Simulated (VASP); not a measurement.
Set up this calculation in VASP 6.6.1, as the native input.

```yaml
Task: single point
Functional: PBEsol
Potentials_or_basis: VASP PAW PBE potentials, release 64 (Hf_pv, O)
Cutoff: 600 eV
k_mesh: 6 × 6 × 6
Occupations: gaussian, width 0.01 eV
Spin: no spin polarisation
Dipole_correction: no
Further_INCAR_settings: ALGO = Normal; EDIFF = 1e-06; NBANDS = 18
```

The structure of HfO2 lies in POSCAR:

```
HfO2
1.0
    0.0000000000      2.5219011713      2.5219011713
    2.5219011713      0.0000000000      2.5219011713
    2.5219011713      2.5219011713      0.0000000000
Hf O
1 2
Direct
    0.0000000000      0.0000000000      0.0000000000
    0.7500000000      0.7500000000      0.7500000000
    0.2500000000      0.2500000000      0.2500000000
```

These files were run (other wordings do the same):

INCAR

```
PREC = Accurate ; ENCUT = 600
EDIFF = 1E-6 ; ISMEAR = 0
SIGMA = 0.01 ; LREAL = False
LASPH = True ; NELM = 120
ALGO = Normal ; ISIF = 2
LWAVE = False ; LCHARG = True
GGA = PS ; LELF = True
LVHAR = True ; NBANDS = 18
GGA_COMPAT = False
```

KPOINTS

```
Automatic mesh
0
Gamma
  6 6 6
```

Potentials or basis: VASP PAW PBE potentials, release 64 (Hf_pv, O).

The run is started by

```sh
$ cat potpaw_PBE.64/Hf_pv/POTCAR potpaw_PBE.64/O/POTCAR > POTCAR
$ mpirun -np 1 vasp_std > vasp.out
```

It gave:

```yaml
Pressure: -3.9 GPa
Band_gap_on_the_k_mesh: 3.71 eV
```

Caveat: the cell stands under tension; the PAW data sets were made with another functional, which shifts forces and pressure a little; spin-orbit coupling is left out, which moves the levels of the heavy elements.

It took 6.1 s on 1 thread of AMD EPYC 9R45 96-Core Processor (Zen 5), on a shared host, peak memory 0.13 GiB.
